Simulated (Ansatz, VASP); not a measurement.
# One calculation of IrAu3, two programs

```
CELL_PARAMETERS angstrom
0.00000 3.24532 3.24532
3.24532 0.00000 3.24532
3.24532 3.24532 0.00000
ATOMIC_POSITIONS crystal
Ir 0.00000 0.00000 0.00000
Au 0.75000 0.75000 0.75000
Au 0.50000 0.50000 0.50000
Au 0.25000 0.25000 0.25000
```

Alike in both runs: functional PBE; k mesh 12 × 12 × 12; occupations gaussian, width 0.1 eV; no spin polarisation.

Ansatz relaxed the structure, and its values are those at the end. VASP's run is a single point on that final structure, the one shown.

|  | VASP | Ansatz |
| --- | --- | --- |
| version | VASP 6.6.1 | Ansatz 0.2.0 |
| potentials or method | VASP PAW PBE potentials, release 64 (Ir, Au), cutoff 520 eV | scalar-relativistic, plane waves, PAW |
| valence electrons in the cell | 42 | 74 |

|  | VASP | Ansatz | Ansatz less VASP |
| --- | --- | --- | --- |
| gap on the k mesh at the Fermi level (eV) | none | none | - |
| pressure (GPa) | -0.1 | 0.0 | +0.18 |

A gap of «none» marks a metal or a gap that the smearing closes. The functional is the same, so the differences come from potentials, cutoffs and numerics. VASP's potentials hold 42 valence electrons a cell and Ansatz's 74, so a difference there can come from the potentials and not from the codes.

Neither program's run includes spin-orbit coupling.
